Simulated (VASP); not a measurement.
Runs of VASP 6.6.1 on SbPd3. The structure is that of space group Pm-3m (No. 221), or close to it. The cells are those of the table. 

```tsv
cell	gap on the mesh (eV)	pressure (GPa)
a = 4.093 Å, 4 atoms	none	-14.5
a = 3.888 Å, 4 atoms	none	(a)
a = 4.027 Å, 4 atoms	none	-8.4
a = 4.156 Å, 4 atoms	none	(b)
a = 3.993 Å, 4 atoms	none	-4.4
a = 4.060 Å, 4 atoms	none	-11.8
a = 3.923 Å, 4 atoms	none	5.7
a = 4.125 Å, 4 atoms	none	-16.9
a = 3.958 Å, 4 atoms	none	0.3
```

Alike in all rows: task single point; level LDA; potentials or basis VASP PAW LDA potentials, release 64 (Sb, Pd); no spin polarisation; k mesh 6 × 6 × 6; cutoff (eV) 520; smearing methfessel-paxton 0.1 eV.

**Question.** Estimate the missing entries.

**Answer.** (a) 12.0; (b) -18.8.

Caveats: spin-orbit coupling is left out, which moves the levels of the heavy elements.

A k mesh can miss the band edges, and the runs leave out spin-orbit coupling on Pd, Sb.

A gap of «none» marks levels without a gap at the run's occupations.
